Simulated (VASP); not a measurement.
**InSe: single point with revPBE+D4**

The system is InSe.

```
In Se
1.0
     5.96553   -2.06634    0.12213
     5.96553    2.06634    0.12213
    -1.66437    0.00000    4.11086
In Se
2 2
Cartesian
  10.5308 0.0000 0.2747
  -0.2641 0.0000 4.0804
  6.7344 0.0000 2.7489
  3.5323 0.0000 1.6062
```

```
Program             : VASP 6.6.1
Task                : single point
Functional          : revPBE
Dispersion          : D4
Potentials or basis : VASP PAW PBE potentials, release 64 (In_d, Se)
Cutoff              : 520 eV
k mesh              : 7 × 7 × 6
Occupations         : fermi-dirac, width 0.05 eV
Spin                : no spin polarisation
```

* Pressure: 0.0 GPa
* Largest force: 0.012 eV/Å
* Band gap on the k mesh: 0.58 eV (least direct gap 1.13 eV)
* Dispersion energy per atom: -0.603 eV

Forces in eV/Å, atoms in the order of the input:
```
In   0.012  0.000 -0.002
In  -0.012  0.000  0.002
Se   0.003  0.000 -0.009
Se  -0.003  0.000  0.009
```

Levels at points of the mesh, in eV from the valence-band top:
```tsv
k point	band 17	band 18	band 19	band 20	band 21	band 22
(0.00, 0.00, 0.00)	-2.49	-1.94	-1.67	2.38	3.65	4.19
(0.00, 0.00, 0.50)	-1.85	-1.31	-0.25	0.88	2.50	3.25
```

Wall time 5.4 min on 1 thread of Oxide Virtual Turin-like Processor, with other jobs on the host, peak memory 0.38 GiB.

Caveat: the PAW data sets were made with another functional, which shifts forces and pressure a little; spin-orbit coupling is left out, which moves the levels of the heavy elements. A k mesh can miss the band edges.
